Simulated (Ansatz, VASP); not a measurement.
# Two plane-wave programs on Be3H2

```
Be H
1.0
     2.29123    0.00000    0.00000
    -1.14562    1.98427    0.00000
     0.00000    0.00000    7.33432
Be H
3 2
Cartesian
  0.0000 0.0000 0.0000
  1.1456 0.6614 1.8506
  0.0000 1.3228 5.4837
  1.1456 0.6614 4.5858
  0.0000 1.3228 2.7486
```

Change from the starting cell: ordered vacancies on the anion sites of caesium chloride (P-3m1, No. 164).

Alike in both runs: functional PBE; k mesh 6 × 6 × 4; occupations gaussian, width 0.1 eV; no spin polarisation.

Ansatz relaxed the structure, and its values are those at the end. VASP's run is a single point on that final structure, the one shown.

|  | VASP | Ansatz |
| --- | --- | --- |
| version | VASP 6.6.1 | Ansatz 0.2.0 |
| potentials or method | VASP PAW PBE potentials, release 64 (Be, H), cutoff 520 eV | scalar-relativistic, plane waves, PAW |
| valence electrons in the cell | 8 | 8 |

|  | VASP | Ansatz | Ansatz less VASP |
| --- | --- | --- | --- |
| gap on the k mesh at the Fermi level (eV) | none | none | - |
| pressure (GPa) | 0.1 | 0.1 | +0.01 |

A gap of «none» marks a metal or a gap that the smearing closes.

The k mesh is coarse, so the values compare programs but aren't converged.
